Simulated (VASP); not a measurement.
A run of VASP 6.6.1 is set up as follows.

INCAR

```
ALGO = Normal
EDIFF = 1E-8
ENCUT = 520
ISIF = 2
ISMEAR = -1
LASPH = T
LCHARG = F
LEFG = T
LREAL = F
LWAVE = F
NBANDS = 30
NELM = 60
PREC = Accurate
SIGMA = 0.05
```

Contents of KPOINTS:

```
k-points
0
Gamma
  9 9 9
```

POSCAR

```
Cu3Pt
1.0
    3.7100000000      0.0000000000      0.0000000000
    0.0000000000      3.7100000000      0.0000000000
    0.0000000000      0.0000000000      3.7842000000
Cu Pt
3 1
Direct
    0.0000000000      0.5000000000      0.5000000000
    0.5000000000      0.0000000000      0.5000000000
    0.5000000000      0.5000000000      0.0000000000
    0.0000000000      0.0000000000      0.0000000000
```

Potentials or basis: VASP PAW LDA potentials, release 64 (Cu, Pt).

Command:

```sh
$ cat potpaw_LDA.64/Cu/POTCAR potpaw_LDA.64/Pt/POTCAR > POTCAR
$ mpirun -np 1 vasp_std > vasp.out
```

Question: What does it give for the band gap on the k mesh?

Answer: Zero (an odd number of electrons rules out a gap without spin polarisation).

Question: Estimate the pressure.

Answer: -14.2 GPa.

Electric field gradients, principal values (V/Å²):
```tsv
atom	least	middle	greatest (by size)
1 Cu	-12.767	-13.780	26.547
2 Cu	-12.767	-13.780	26.547
3 Cu	-14.120	-14.120	28.239
4 Pt	-0.661	-0.661	1.323
```

Caveat: the cell differs from its parent crystal (zz strain of +2 %); the cell stands under tension; without QUAD_EFG the Cq values of the log hold for a quadrupole moment of 1 mb, not for the nuclei; spin-orbit coupling is left out, which moves the levels of the heavy elements.
